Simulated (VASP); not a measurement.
Write the native input for VASP 6.6.1 that does the following.

```
Task                   : single point
Functional             : PBE
Potentials or basis    : VASP PAW PBE potentials, release 64 (Pb_d)
Cutoff                 : 520 eV
k mesh                 : 16 × 16 × 16
Occupations            : gaussian, width 0.15 eV
Spin                   : no spin polarisation
Dipole correction      : no
Further INCAR settings : ALGO = Fast; EDIFF = 1e-06; NBANDS = 13
```

The structure of Pb lies in POSCAR:

```
Pb
1.0
    0.0000000000      2.5932900000      2.5315450000
    2.5932900000      0.0000000000      2.5315450000
    2.5932900000      2.5932900000      0.0000000000
Pb
1
Direct
    0.0000000000      0.0000000000      0.0000000000
```

This cell differs from its parent crystal: strain +0.050 along x and y, +0.025 along z.

These files were run (other wordings do the same):

INCAR

```
SYSTEM = Pb
PREC = Accurate
ENCUT = 520
EDIFF = 1E-6
ISMEAR = 0
SIGMA = 0.15
LREAL = .FALSE.
LASPH = .TRUE.
NELM = 80
ALGO = Fast
ISIF = 2
LWAVE = .FALSE.
LCHARG = .FALSE.
GGA = PE
NBANDS = 13
```

KPOINTS

```
Automatic mesh
0
G
  16 16 16
  0 0 0
```

Potentials or basis: VASP PAW PBE potentials, release 64 (Pb_d).

Command:

```sh
$ cat potpaw_PBE.64/Pb_d/POTCAR > POTCAR
$ mpirun -np 1 vasp_std > vasp.out
```

Results of the run:

The pressure is -2.2 GPa. The band gap on the k mesh is zero (bands 7 and 8 overlap by 8.01 eV).

Caveat: the cell differs from its parent crystal (strain +0.050 along x and y, +0.025 along z); spin-orbit coupling is left out, which moves the levels of the heavy elements.

It took 68 s on 1 thread of AMD EPYC 9R45 96-Core Processor (Zen 5) (shared host), peak memory 0.23 GiB.
